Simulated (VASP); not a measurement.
# Sn (Fd-3m) in VASP: further runs

The runs below take Sn through single point, with r2SCAN.

All numbers are computed with VASP 6.6.1; they aren't measurements. Logs are shortened: lines on timing, memory, paths and dates and some standing lists are left out, and cuts for length are marked.

## Step 1: The cell of the first run

It takes space group Fd-3m (No. 227, cubic). The conventional cell has a = 6.491 Å, b = 6.491 Å, c = 6.491 Å, α = 90.00°, β = 90.00°, γ = 90.00°. Sn (site symmetry -43m) has 4 Sn at 2.81 Å within 3.7 Å.

## Step 2: Single point, r2SCAN

File POSCAR:

```
Sn
1.0
    0.0000000000      3.2456000000      3.2456000000
    3.2456000000      0.0000000000      3.2456000000
    3.2456000000      3.2456000000      0.0000000000
Sn
2
Direct
    0.5000000000      0.5000000000      0.5000000000
    0.7500000000      0.7500000000      0.7500000000
```

File INCAR.step1:

```
SYSTEM = Sn
PREC     = Accurate       ! precision mode
ENCUT    = 520            ! plane-wave cutoff, eV
ISMEAR   = 0              ! smearing method
SIGMA    = 0.15           ! smearing width, eV
LREAL    = .FALSE.        ! projectors in reciprocal space
LASPH    = .TRUE.         ! aspherical terms in the spheres
NELM     = 60             ! most SCF steps
NBANDS   = 21             ! bands
GGA      = PE             ! functional
ALGO     = Normal         ! electronic algorithm
EDIFF    = 1E-4           ! SCF threshold, eV
LWAVE    = .TRUE.         ! write WAVECAR
LCHARG   = .FALSE.        ! write CHGCAR
```

File INCAR.step2:

```
SYSTEM = Sn
PREC     = Accurate       ! precision mode
ENCUT    = 520            ! plane-wave cutoff, eV
EDIFF    = 1E-7           ! SCF threshold, eV
ISMEAR   = 0              ! smearing method
SIGMA    = 0.15           ! smearing width, eV
LREAL    = .FALSE.        ! projectors in reciprocal space
LASPH    = .TRUE.         ! aspherical terms in the spheres
NELM     = 60             ! most SCF steps
ALGO     = Normal         ! electronic algorithm
ISIF     = 2              ! what is computed and relaxed
LWAVE    = .FALSE.        ! write WAVECAR
LCHARG   = .TRUE.         ! write CHGCAR
METAGGA  = R2SCAN         ! meta-GGA
LMIXTAU  = .TRUE.       
LELF     = .TRUE.         ! ELF
LVHAR    = .TRUE.       
NBANDS   = 21             ! bands
ISTART   = 1
```

File KPOINTS:

```
regular mesh
0
G
  12 12 12
  0 0 0
```

Potentials or basis: VASP PAW PBE potentials, release 64 (Sn_d).

On the command line:

```
> cat potpaw_PBE.64/Sn_d/POTCAR > POTCAR
> cp INCAR.step1 INCAR
> mpirun -np 1 vasp_std > vasp.out
> cp INCAR.step2 INCAR
> mpirun -np 1 vasp_std > vasp.out
```

OUTCAR:

```text
SYSTEM = Sn
   PREC = Accurate
   ENCUT = 520
   EDIFF = 1E-7
   ISMEAR = 0
   LREAL = .FALSE.
   LASPH = .TRUE.
   NELM = 60
   ISIF = 2
   METAGGA = R2SCAN
   ISTART = 1

 ion  position               nearest neighbor table
   1  0.500  0.500  0.500-   2 2.81   2 2.81   2 2.81   2 2.81
   2  0.750  0.750  0.750-   1 2.81   1 2.81   1 2.81   1 2.81

  LATTYP: Found a face centered cubic cell.
 ALAT       =     6.4912000000

  Lattice vectors:

 A1 = (   0.0000000000,   3.2456000000,   3.2456000000)
 A2 = (   3.2456000000,   0.0000000000,   3.2456000000)
 A3 = (   3.2456000000,   3.2456000000,   0.0000000000)

Analysis of symmetry for initial positions (statically):
=====================================================================
 Subroutine PRICEL returns:
 Original cell was already a primitive cell.

 Routine SETGRP: Setting up the symmetry group for a
 face centered cubic supercell.

 Subroutine GETGRP returns: Found 48 space group operations
 (whereof 24 operations were pure point group operations)
 out of a pool of 48 trial point group operations.

The static configuration has the point symmetry T_d .
 The point group associated with its full space group is O_h .

Analysis of symmetry for dynamics (positions and initial velocities):
=====================================================================
 Subroutine PRICEL returns:
 Original cell was already a primitive cell.

 Routine SETGRP: Setting up the symmetry group for a
 face centered cubic supercell.

 Subroutine GETGRP returns: Found 48 space group operations
 (whereof 24 operations were pure point group operations)
 out of a pool of 48 trial point group operations.

The dynamic configuration has the point symmetry T_d .
 The point group associated with its full space group is O_h .

 Subroutine INISYM returns: Found 48 space group operations
 (whereof 24 operations are pure point group operations),
 and found     1 'primitive' translations

----------------------------------------------------------------------------------------

                                     Primitive cell

  volume of cell :      68.3778

  direct lattice vectors                    reciprocal lattice vectors
     0.000000000  3.245600000  3.245600000    -0.154054720  0.154054720  0.154054720
     3.245600000  0.000000000  3.245600000     0.154054720 -0.154054720  0.154054720
     3.245600000  3.245600000  0.000000000     0.154054720  0.154054720 -0.154054720

  length of vectors
     4.589971538  4.589971538  4.589971538     0.266830603  0.266830603  0.266830603

  position of ions in fractional coordinates (direct lattice)
     0.500000000  0.500000000  0.500000000
     0.750000000  0.750000000  0.750000000

  ion indices of the primitive-cell ions
   primitive index   ion index
                 1           1
                 2           2

----------------------------------------------------------------------------------------

 KPOINTS: regular mesh

Automatic generation of k-mesh.
 Grid dimensions read from file:
 generate k-points for:   12   12   12

 Generating k-lattice:

  Cartesian coordinates                     Fractional coordinates (reciprocal lattice)
    -0.012837893  0.012837893  0.012837893     0.083333333  0.000000000  0.000000000
     0.012837893 -0.012837893  0.012837893     0.000000000  0.083333333  0.000000000
     0.012837893  0.012837893 -0.012837893     0.000000000  0.000000000  0.083333333

  Length of vectors
     0.022235884  0.022235884  0.022235884

  Shift w.r.t. Gamma in fractional coordinates (k-lattice)
     0.000000000  0.000000000  0.000000000

 Subroutine IBZKPT returns following result:
 ===========================================

 Found     72 irreducible k-points:

 Following reciprocal coordinates:
            Coordinates               Weight
  0.000000  0.000000  0.000000      1.000000
  0.083333  0.000000  0.000000      8.000000
  0.166667  0.000000  0.000000      8.000000
  0.250000  0.000000  0.000000      8.000000
  0.333333  0.000000  0.000000      8.000000
  0.416667  0.000000  0.000000      8.000000
[... 16 lines left out ...]
  0.500000  0.166667  0.000000     24.000000
 -0.416667  0.166667  0.000000     24.000000
 [... further k-points ...]
   k-points           NKPTS =     72   k-points in BZ     NKDIM =     72   number of bands    NBANDS=     21
   number of dos      NEDOS =    301   number of ions     NIONS =      2
   total plane-waves  NPLWV =  46656
   dimension x,y,z NGX =    36 NGY =   36 NGZ =   36
   dimension x,y,z NGXF=    72 NGYF=   72 NGZF=   72
   ions per type =               2
   NGX,Y,Z   is equivalent  to a cutoff of  13.04, 13.04, 13.04 a.u.
   NGXF,Y,Z  is equivalent  to a cutoff of  26.08, 26.08, 26.08 a.u.
 SYSTEM =  Sn
   PREC   = accura    normal or accurate (medium, high low for compatibility)
   ISTART =      1    job   : 0-new  1-cont  2-samecut
   ICHARG =      0    charge: 1-file 2-atom 10-const
   ISPIN  =      1    spin polarized calculation?
   LNONCOLLINEAR =      F non collinear calculations
   LSORBIT =      F    spin-orbit coupling
   LASPH  =      T    aspherical Exc in radial PAW
   ENCUT  =  520.0 eV  38.22 Ry    6.18 a.u.   8.53  8.53  8.53*2*pi/ulx,y,z
   NELM   =     60;   NELMIN=  2; NELMDL=  0     # of ELM steps
   EDIFF  = 0.1E-06   stopping-criterion for ELM
   LREAL  =      F    real-space projection
   EDIFFG = 0.1E-05   stopping-criterion for IOM
   NSW    =      0    number of steps for IOM
   IBRION =     -1    ionic relax: 0-MD 1-quasi-New 2-CG
   NFREE  =      0    steps in history (QN), initial steepest desc. (CG)
   ISIF   =      2    stress and relaxation
   ISYM   =      2    0-nonsym 1-usesym 2-fastsym
   POTIM  = 0.5000    time-step for ionic-motion
   TEBEG  =    0.0;   TEEND  =   0.0 temperature during run
   PSTRESS=    0.0 pullay stress
   NELECT =      28.0000    total number of electrons
   NUPDOWN=      -1.0000    fix difference up-down
   EMIN   =  10.00;   EMAX   =-10.00  energy-range for DOS
   EFERMI =   0.00;   METHOD = LEGACY
   ISMEAR =     0;   SIGMA  =   0.15  broadening in eV -4-tet -1-fermi 0-gaus
   EFERMI_NEDOS =   21; number of points for ismear=-14 and -15
   IALGO  =     38    algorithm
   IMIX   =      4    mixing-type and parameters
     AMIX     =   0.40;   BMIX     =  1.00
     AMIX_MAG =   1.60;   BMIX_MAG =  1.00
  volume/ion in A,a.u.               =      34.19       230.72
  Fermi-wavevector in a.u.,A,eV,Ry     =   1.215689  2.297319 20.108049  1.477900
  Thomas-Fermi vector in A             =   2.351068
   LORBIT       =      0    0 simple, 1 ext, 2 COOP (PROOUT), +10 PAW based schemes
   METAGGA = R2SCAN    functional components
   LHFCALC =     F    Hartree Fock is set to
   AEXX    =    0.0000 exact exchange contribution
   IVDW    =     0    specifies the selected vdW correction
   LEPSILON=     F    determine dielectric tensor
   LRPA    =     F    only Hartree local field effects (RPA)
 non-spin polarized calculation
 Gauss-broadening in eV      SIGMA  =   0.15
  energy-cutoff  :      520.00
  volume of cell :       68.38
 maximum number of plane-waves:      1868
 NGX is ok and might be reduce to    36
   NGX = 17   NGY = 17   NGZ = 17

 number of electron      28.0000001 magnetization

 Free energy of the ion-electron system (eV)
  ---------------------------------------------------
  ext. energy  EPLUGINS =         0.00000000
  ---------------------------------------------------
  free energy    TOTEN  =       -49.48342820 eV

  energy without entropy =      -49.48269671  energy(sigma->0) =      -49.48306245

 E-fermi :   5.6070     XC(G=0):  -9.5891

 val. band max:        5.5764347728   @ k =   0.0000   0.0000   0.0000
 cond. band min:       5.7111921463   @ k =   0.5000   0.0000   0.0000
 fundamental gap:      0.1347573736
 Fermi energy:         5.6070159438

 k-point     1 :       0.0000    0.0000    0.0000
  band No.  band energies     occupation
      1     -16.8314      2.00000
      2     -16.8314      2.00000
      3     -16.8314      2.00000
      4     -16.7648      2.00000
      5     -16.7648      2.00000
      6     -16.4414      2.00000
[... 13 lines left out ...]
     20      13.8296      0.00000
     21      13.8296      0.00000

 k-point     2 :       0.0833    0.0000    0.0000
  band No.  band energies     occupation
      1     -16.8373      2.00000
      2     -16.8373      2.00000
      3     -16.8297      2.00000
      4     -16.7567      2.00000
      5     -16.7567      2.00000
      6     -16.4521      2.00000
[... 13 lines left out ...]
     20      13.2538      0.00000
     21      13.2538      0.00000

 k-point     3 :       0.1667    0.0000    0.0000
  band No.  band energies     occupation
      1     -16.8485      2.00000
      2     -16.8485      2.00000
      3     -16.8248      2.00000
      4     -16.7396      2.00000
      5     -16.7396      2.00000
      6     -16.4680      2.00000
[... 13 lines left out ...]
     20      12.7902      0.00000
     21      12.7902      0.00000

 k-point     4 :       0.2500    0.0000    0.0000
  band No.  band energies     occupation
      1     -16.8585      2.00000
      2     -16.8585      2.00000
      3     -16.8180      2.00000
      4     -16.7224      2.00000
      5     -16.7224      2.00000
      6     -16.4816      2.00000
[... 13 lines left out ...]
     20      12.7615      0.00000
     21      12.7615      0.00000

 k-point     5 :       0.3333    0.0000    0.0000
  band No.  band energies     occupation
      1     -16.8652      2.00000
      2     -16.8652      2.00000
      3     -16.8110      2.00000
      4     -16.7095      2.00000
      5     -16.7095      2.00000
      6     -16.4906      2.00000
[... 13 lines left out ...]
     20      13.2408      0.00000
     21      13.2408      0.00000

 k-point     6 :       0.4167    0.0000    0.0000
  band No.  band energies     occupation
      1     -16.8688      2.00000
      2     -16.8688      2.00000
      3     -16.8057      2.00000
      4     -16.7024      2.00000
      5     -16.7024      2.00000
      6     -16.4949      2.00000
[... 13 lines left out ...]
     20      14.1062      0.00000
     21      14.1062      0.00000

 k-point     7 :       0.5000    0.0000    0.0000
  band No.  band energies     occupation
      1     -16.8699      2.00000
      2     -16.8699      2.00000
      3     -16.8038      2.00000
      4     -16.7002      2.00000
      5     -16.7002      2.00000
      6     -16.4961      2.00000
[... 13 lines left out ...]
     20      14.8181      0.00000
     21      14.8181      0.00000
[... 291 lines left out ...]
      1     -16.8612      2.00000
      2     -16.8548      2.00000
      3     -16.8299      2.00000
      4     -16.7267      2.00000
      5     -16.6891      2.00000
      6     -16.5439      2.00000
[... 13 lines left out ...]
     20      13.3061      0.00000
     21      14.0791      0.00000

 k-point    21 :       0.3333    0.1667    0.0000
  band No.  band energies     occupation
      1     -16.8762      2.00000
      2     -16.8632      2.00000
      3     -16.8121      2.00000
      4     -16.7100      2.00000
      5     -16.6718      2.00000
      6     -16.5597      2.00000
[... 13 lines left out ...]
     20      13.6724      0.00000
     21      14.2791      0.00000

 k-point    22 :       0.4167    0.1667    0.0000
  band No.  band energies     occupation
      1     -16.8877      2.00000
      2     -16.8702      2.00000
      3     -16.7925      2.00000
      4     -16.6941      2.00000
      5     -16.6645      2.00000
      6     -16.5632      2.00000
[... 13 lines left out ...]
     20      14.3137      0.00000
     21      14.9023      0.00000

 k-point    23 :       0.5000    0.1667    0.0000
  band No.  band energies     occupation
      1     -16.8942      2.00000
      2     -16.8754      2.00000
      3     -16.7762      2.00000
      4     -16.6805      2.00000
      5     -16.6689      2.00000
      6     -16.5534      2.00000
[... 13 lines left out ...]
     20      14.7524      0.00000
     21      14.9228      0.00000

 k-point    24 :      -0.4167    0.1667    0.0000
  band No.  band energies     occupation
      1     -16.8949      2.00000
      2     -16.8785      2.00000
      3     -16.7684      2.00000
      4     -16.6821      2.00000
      5     -16.6711      2.00000
      6     -16.5332      2.00000
[... 13 lines left out ...]
     20      13.7880      0.00000
     21      14.0783      0.00000

 [... further k-points ...]

------------------------ aborting loop because EDIFF is reached ----------------------------------------

  FORCE on cell =-STRESS in cart. coord.  units (eV):
  Direction    XX          YY          ZZ          XY          YZ          ZX
  --------------------------------------------------------------------------------------
  -------------------------------------------------------------------------------------
  Total        0.6797429      0.6797429      0.6797429     -0.0000000     -0.0000000     -0.0000000
  in kB       15.9272314     15.9272314     15.9272314     -0.0000000     -0.0000000     -0.0000000
  external PRESSURE =      15.9272314 kB  Pullay stress =       0.0000000 kB

 VOLUME and BASIS-vectors are now :
 -----------------------------------------------------------------------------
  energy-cutoff  :      520.00
  volume of cell :       68.38
      direct lattice vectors                 reciprocal lattice vectors
     0.000000000  3.245600000  3.245600000    -0.154054720  0.154054720  0.154054720
     3.245600000  0.000000000  3.245600000     0.154054720 -0.154054720  0.154054720
     3.245600000  3.245600000  0.000000000     0.154054720  0.154054720 -0.154054720

 POSITION                                       TOTAL-FORCE (eV/Angst)
 -----------------------------------------------------------------------------------
      3.24560      3.24560      3.24560        -0.000000     -0.000000     -0.000000
      4.86840      4.86840      4.86840         0.000000      0.000000      0.000000
 -----------------------------------------------------------------------------------
    total drift:                                0.000000      0.000000      0.000000

  FREE ENERGIE OF THE ION-ELECTRON SYSTEM (eV)
  ---------------------------------------------------
  free  energy   TOTEN  =       -49.4834281977 eV

  energy  without entropy=      -49.4826967112  energy(sigma->0) =      -49.48306245
```

It took 5.2 min on 1 thread of Intel Xeon Platinum 8259CL at 2.50GHz (Skylake/Cascade Lake), shared host; peak memory 0.26 GiB.

Results:

```
Free energy            : -49.4834 eV
Pressure               : 1.6 GPa
Band gap on the k mesh : zero (filled and empty bands touch)
```

Caveat: the PAW data sets were made with another functional, which shifts forces and pressure a little; spin-orbit coupling is left out, which moves the levels of the heavy elements.

[end of part 1 of 2]
